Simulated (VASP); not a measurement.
Al3Ni5: single point with PBEsol

The system is Al3Ni5.

```xyz
8
Lattice="3.2933 -3.6919 0.0000 3.2933 3.6919 0.0000 0.0000 0.0000 3.7204" Properties=species:S:1:pos:R:3 pbc="T T T"
Al    3.2933    0.0667    0.0000
Al    3.2933   -2.0652    1.8602
Al    3.2933    2.0652    1.8602
Ni    0.0000    0.0000    0.0000
Ni    1.6467    1.8460    0.0000
Ni    1.6467   -1.8460    0.0000
Ni    1.8195    0.0000    1.8602
Ni    4.7672    0.0000    1.8602
```

This cell differs from its parent crystal: atom 1 (Al) moved +0.067 Å along Cartesian [0 1 0].

```json
{"Program": "VASP 6.6.1", "Task": "single point", "Functional": "PBEsol", "Potentials or basis": "VASP PAW PBE potentials, release 64 (Al, Ni)", "Cutoff": "520 eV", "k mesh": "8 × 8 × 10", "Occupations": "gaussian, width 0.15 eV", "Spin": "no spin polarisation"}
```

The pressure is 0.3 GPa. The largest force is 0.566 eV/Å and the band gap on the k mesh is zero (an odd number of electrons rules out a gap without spin polarisation).

Forces in eV/Å, atoms in the order of the input:
```
Al   0.000 -0.566  0.000
Al   0.000  0.094  0.000
Al   0.000  0.128  0.000
Ni   0.000 -0.008  0.000
Ni  -0.164  0.175  0.000
Ni   0.164  0.175  0.000
Ni   0.003  0.001  0.000
Ni  -0.003  0.001  0.000
```

Stress tensor (GPa, compression positive):
```
0.07 0.00 0.00
0.00 0.41 0.00
0.00 0.00 0.41
```

Levels at points of the mesh, in eV from the Fermi level:
```tsv
k point	band 27	band 28	band 29	band 30	band 31	band 32
(0.00, 0.00, 0.00)	-0.86	-0.73	-0.67	-0.55	0.08	0.45
(0.50, 0.00, 0.00)	-0.99	-0.76	-0.31	-0.27	1.13	2.00
(0.50, 0.50, 0.00)	-1.08	-1.03	-0.55	3.11	3.32	3.56
(0.00, 0.00, 0.50)	-1.21	-1.10	-0.71	-0.71	-0.35	2.14
(0.50, 0.00, 0.50)	-1.15	-1.09	-0.56	0.69	0.96	0.98
(0.50, 0.50, 0.50)	-1.26	-1.25	-1.05	-0.15	-0.12	0.11
```

It took 4.5 min on 1 thread of Intel(R) Xeon(R) 6975P-C (Granite Rapids), on a shared host, peak memory 0.44 GiB.

Caveat: the cell differs from its parent crystal (atom 1 (Al) moved +0.067 Å along Cartesian [0 1 0]); the PAW data sets were made with another functional, which shifts forces and pressure a little. Spin polarisation is off, so any magnetic state and its effect on volume and gap are missing.
